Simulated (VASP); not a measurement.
# AlNi (zincblende type) (F-43m) in VASP: further runs, part 2 of 2

VASP 6.6.1. Earlier steps stand in the parts before.

## 3. Relaxation of cell and atoms, PBE, target pressure 0.0033 GPa, at which the enthalpy is minimised

This run uses another cell than the first one, of 17.21 Å³/atom, 0.894 times its volume.

The input, INCAR:

```
SYSTEM = AlNi
PREC     = Accurate       ! precision mode
ENCUT    = 600            ! plane-wave cutoff, eV
EDIFF    = 1E-7           ! SCF threshold, eV
ISMEAR   = -1             ! smearing method
SIGMA    = 0.08           ! smearing width, eV
LREAL    = .False.        ! projectors in reciprocal space
LASPH    = .True.         ! aspherical terms in the spheres
NELM     = 100            ! most SCF steps
ALGO     = Normal         ! electronic algorithm
ISIF     = 3              ! what is computed and relaxed
LWAVE    = .False.        ! write WAVECAR
LCHARG   = .False.        ! write CHGCAR
GGA      = PE             ! functional
IBRION   = 2              ! ionic algorithm
NSW      = 60             ! ionic steps
EDIFFG   = -0.005         ! ionic threshold
PSTRESS  = 0.033
```

The input, KPOINTS:

```
regular mesh
0
Gamma
  12 12 12
  0 0 0
```

The input, POSCAR:

```
AlNi
1.0
    0.0000000000      2.5817145861      2.5817145861
    2.5817145861      0.0000000000      2.5817145861
    2.5817145861      2.5817145861      0.0000000000
Ni Al
1 1
Direct
    0.0000000000      0.0000000000      0.0000000000
    0.2500000000      0.2500000000      0.2500000000
```

Potentials or basis: VASP PAW PBE potentials, release 64 (Ni, Al).

Command:

```bash
$ cat potpaw_PBE.64/Ni/POTCAR potpaw_PBE.64/Al/POTCAR > POTCAR
$ mpirun -np 1 vasp_std > vasp.out
```

It took 84 s on 1 thread of Intel Xeon 6975P-C, shared host; peak memory 0.2 GiB.

It converged, with:

| Quantity | Value |
| --- | --- |
| Free energy | -8.2815 eV |
| Relaxed volume | 19.23 Å³/atom |
| Relaxed cell | a = 3.789 Å, b = 3.789 Å, c = 3.789 Å, α = 60.00°, β = 60.00°, γ = 60.00° |
| Space group after relaxing (to 0.05 Å) | F-43m (No. 216) |
| Energy change on relaxing (the enthalpy is what falls) | -52.2 meV/atom |
| Ionic steps | 3 |
| Pressure after relaxing | 0.0 GPa |

Step by step:
```tsv
step	energy change (eV)	largest force (eV/Å)	pressure (GPa)	volume (Å³)
1	0.0000	0.0000	9.09	34.42
2	-0.0991	0.0000	-1.59	39.51
3	-0.1044	0.0000	0.04	38.45
```

Final structure:
```cif
data_structure
_symmetry_space_group_name_H-M 'P 1'
_symmetry_Int_Tables_number 1
_cell_length_a 3.7887
_cell_length_b 3.7887
_cell_length_c 3.7887
_cell_angle_alpha 60.000
_cell_angle_beta 60.000
_cell_angle_gamma 60.000
_cell_volume 38.45
loop_
_atom_site_label
_atom_site_type_symbol
_atom_site_fract_x
_atom_site_fract_y
_atom_site_fract_z
_atom_site_occupancy
Ni1 Ni 0.00000 0.00000 0.00000 1
Al1 Al 0.25000 0.25000 0.25000 1
```

Levels at points of the mesh, in eV from the Fermi level:
```
           k point  band 2  band 3  band 4  band 5  band 6  band 7  band 8  band 9  band 10
(0.00, 0.00, 0.00)   -1.88   -1.88   -1.88   -1.27   -1.27    6.90    6.90    6.90     7.63
(0.50, 0.00, 0.00)   -2.98   -1.77   -1.77   -1.17   -1.17   -0.92    4.72    4.72     8.04
(0.50, 0.50, 0.00)   -3.15   -1.35   -1.31   -1.31   -1.05   -0.62    1.89    1.89     5.30
```

Caveat: the cell is relaxed towards a set pressure, so the enthalpy falls and the energy may rise. Spin polarisation is off, so any magnetic state and its effect on volume and gap are missing.

## 4. Relaxation of cell and atoms, PBE, target pressure 0.0033 GPa, at which the enthalpy is minimised

The input, INCAR:

```
PREC = Accurate
ENCUT = 600
EDIFF = 1E-6
ISMEAR = -1
SIGMA = 0.08
LREAL = False
LASPH = True
NELM = 60
ALGO = Normal
ISIF = 3
LWAVE = False
LCHARG = False
GGA = PE
IBRION = 2
NSW = 32
EDIFFG = -0.005
PSTRESS = 0.033
```

The input, KPOINTS:

```
regular mesh
0
Gamma
  12 12 12
```

The input, POSCAR:

```
AlNi
1.0
    0.0000000000      2.6795573120      2.6795573120
    2.6795573120      0.0000000000      2.6795573120
    2.6795573120      2.6795573120      0.0000000000
Ni Al
1 1
Direct
    0.0000000000      0.0000000000      0.0000000000
    0.2500000000      0.2500000000      0.2500000000
```

Potentials or basis: VASP PAW PBE potentials, release 64 (Ni, Al).

Command:

```bash
$ cat potpaw_PBE.64/Ni/POTCAR potpaw_PBE.64/Al/POTCAR > POTCAR
$ mpirun -np 1 vasp_std > vasp.out
```

OUTCAR:

```text
PREC = Accurate
   ENCUT = 600
   EDIFF = 1E-6
   ISMEAR = -1
   LREAL = False
   LASPH = True
   NELM = 60
   ISIF = 3
   GGA = PE
   IBRION = 2
   NSW = 32
   EDIFFG = -0.005
   PSTRESS = 0.033

 ion  position               nearest neighbor table
   1  0.000  0.000  0.000-   2 2.32   2 2.32   2 2.32   2 2.32
   2  0.250  0.250  0.250-   1 2.32   1 2.32   1 2.32   1 2.32

  LATTYP: Found a face centered cubic cell.
 ALAT       =     5.3591146240

  Lattice vectors:

 A1 = (   0.0000000000,   2.6795573120,   2.6795573120)
 A2 = (   2.6795573120,   0.0000000000,   2.6795573120)
 A3 = (   2.6795573120,   2.6795573120,   0.0000000000)

Analysis of symmetry for initial positions (statically):
=====================================================================
[... 452 lines left out ...]
 fundamental gap:      0.0425245565
 Fermi energy:         4.3821358544

 k-point     1 :       0.0000    0.0000    0.0000
  band No.  band energies     occupation
      1      -3.3325      2.00000
      2       2.5054      2.00000
      3       2.5054      2.00000
      4       2.5054      2.00000
      5       3.1109      2.00000
      6       3.1109      2.00000
      7      11.2810      0.00000
      8      11.2810      0.00000
      9      11.2810      0.00000
     10      12.0126      0.00000
[... 287 lines left out ...]
 k-point    24 :      -0.4167    0.1667    0.0000
  band No.  band energies     occupation
      1      -0.3526      2.00000
      2       1.6639      2.00000
      3       2.5143      2.00000
      4       2.7212      2.00000
      5       3.1727      2.00000
      6       3.2262      2.00000
      7       3.6137      1.99987
      8       6.9838      0.00000
      9       8.4245      0.00000
     10      11.4173      0.00000

 [... further k-points ...]

------------------------ aborting loop because EDIFF is reached ----------------------------------------

  FORCE on cell =-STRESS in cart. coord.  units (eV):
  Direction    XX          YY          ZZ          XY          YZ          ZX
  --------------------------------------------------------------------------------------
  -------------------------------------------------------------------------------------
  Total       -0.0066981     -0.0066981     -0.0066981      0.0000000      0.0000000      0.0000000
  in kB       -0.2788829     -0.2788829     -0.2788829      0.0000000      0.0000000      0.0000000
  external PRESSURE =      -0.3118829 kB  Pullay stress =       0.0330000 kB
[... 21 lines left out ...]
  energy  without entropy=       -8.2623461994  energy(sigma->0) =       -8.27227389

  enthalpy is  TOTEN    =        -8.2814090047 eV   P V=        0.0007925832

 reached required accuracy - stopping structural energy minimisation
```

CONTCAR:

```text
AlNi
   1.00000000000000
     0.0000000000000000    2.6796032697294883    2.6796032697294883
     2.6796032697294883   -0.0000000000000000    2.6796032697294883
     2.6796032697294883    2.6796032697294883    0.0000000000000000
  Ni              Al
     1     1
Direct
     0.0000000000000000    0.0000000000000000    0.0000000000000000
     0.2500000000000000    0.2500000000000000    0.2500000000000000

  0.00000000E+00  0.00000000E+00  0.00000000E+00
  0.00000000E+00  0.00000000E+00  0.00000000E+00
```

Wall time 1.7 min (1 thread of Intel Xeon 6975P-C, shared host); peak memory 0.2 GiB.

What came out:

```yaml
Free_energy: -8.2822 eV
Energy_change_on_relaxing_the_enthalpy_is_what_falls: -0.0 meV/atom
Ionic_steps: 8
Pressure_after_relaxing: 0.0 GPa
```

Final structure:
```
Ni Al
1.0
     0.00000    2.67960    2.67960
     2.67960    0.00000    2.67960
     2.67960    2.67960    0.00000
Ni Al
1 1
Direct
  0.00000 0.00000 0.00000
  0.25000 0.25000 0.25000
```

Levels at points of the mesh, in eV from the Fermi level:
```
           k point  band 2  band 3  band 4  band 5  band 6  band 7  band 8  band 9  band 10
(0.00, 0.00, 0.00)   -1.88   -1.88   -1.88   -1.27   -1.27    6.90    6.90    6.90     7.63
(0.50, 0.00, 0.00)   -2.98   -1.77   -1.77   -1.17   -1.17   -0.92    4.71    4.71     8.03
(0.50, 0.50, 0.00)   -3.15   -1.34   -1.30   -1.30   -1.05   -0.62    1.89    1.89     5.30
```

Caveat: the cell is relaxed towards a set pressure, so the enthalpy falls and the energy may rise. Spin polarisation is off, so any magnetic state and its effect on volume and gap are missing.

## 5. Summary

| task | cell | cutoff (eV) | gap on the mesh (eV) | pressure (GPa) |
| --- | --- | --- | --- | --- |
| single point | a = 3.789 Å, angles 60.0°, 2 atoms | 520 | none | 0.2 |
| relaxation of cell and atoms | relaxed to 0.0033 GPa from a = 3.651 Å, angles 60.0°, 2 atoms | 600 | none | 0.0 |
| relaxation of cell and atoms | relaxed to 0.0033 GPa from a = 3.789 Å, angles 60.0°, 2 atoms | 600 | none | 0.0 |

Alike in all rows: level PBE; potentials or basis VASP PAW PBE potentials, release 64 (Ni, Al); no spin polarisation; k mesh 12 × 12 × 12; smearing fermi-dirac 0.08 eV.

Caveats: the cell is relaxed towards a set pressure, so the enthalpy falls and the energy may rise (some runs).

Total energies depend on the potentials used, so only differences within one code and one set of settings carry meaning.
